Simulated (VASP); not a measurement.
A run of VASP 6.6.1:

The input INCAR:

```
SYSTEM = CuCl
ALGO = Normal
EDIFF = 1E-6
ENCUT = 600
GGA = PE
GGA_COMPAT = .FALSE.
ISIF = 2
ISMEAR = 0
LASPH = .TRUE.
LCHARG = .FALSE.
LREAL = .FALSE.
LWAVE = .FALSE.
NBANDS = 16
NELM = 120
PREC = Accurate
SIGMA = 0.02
```

Contents of KPOINTS:

```
k-points
0
G
  12 12 12
  0 0 0
```

File POSCAR:

```
CuCl
1.0
    1.9179250145      1.1073145235      3.1315826578
   -1.9179250145      1.1073145235      3.1315826578
    0.0000000000     -2.2146290468      3.1315826579
Cu Cl
1 1
Direct
    0.0085319845      0.0085319845      0.0085319845
    0.7584666855      0.7584666855      0.7584666855
```

Potentials or basis: VASP PAW PBE potentials, release 64 (Cu, Cl).

Run with:

```sh
$ cat potpaw_PBE.64/Cu/POTCAR potpaw_PBE.64/Cl/POTCAR > POTCAR
$ mpirun -np 1 vasp_std > vasp.out
```

Hardware: 1 thread of Intel(R) Xeon(R) Platinum 8375C CPU @ 2.90GHz (Ice Lake), on a shared host.

Question: Estimate the wall time of this run.

Answer: Wall time 110 s on 1 thread of Intel(R) Xeon(R) Platinum 8375C CPU @ 2.90GHz (Ice Lake), with other jobs on the host, peak memory 0.28 GiB. Counts: scf iterations 13, k points 189.
